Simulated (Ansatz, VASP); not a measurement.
## Au: VASP beside Ansatz

```
Au
1.0
     0.00000    2.02869    2.02869
     2.02869    0.00000    2.02869
     2.02869    2.02869    0.00000
Au
1
Direct
  0.00000 0.00000 0.00000
```

Alike in both runs: functional PBEsol; dispersion D4; k mesh 18 × 18 × 18; occupations gaussian, width 0.1 eV; no spin polarisation.

Ansatz relaxed the structure, and its values are those at the end. VASP's run is a single point on that final structure, the one shown.

```csv
,VASP,Ansatz
version,VASP 6.6.1,Ansatz 0.2.0
potentials or method,"VASP PAW PBE potentials, release 64 (Au), cutoff 500 eV","scalar-relativistic, plane waves, PAW"
valence electrons in the cell,11,19
```

```tsv
	VASP	Ansatz	Ansatz less VASP
gap on the k mesh at the Fermi level (eV)	none	none	-
pressure (GPa)	-0.3	0.0	+0.29
```

VASP's potentials were made for PBE, not for PBEsol, and Ansatz warns of the same on its side. A gap of «none» marks a metal or a gap that the smearing closes. VASP's potentials hold 11 valence electrons a cell and Ansatz's 19, so a difference there can come from the potentials and not from the codes.

Spin-orbit coupling is off throughout.
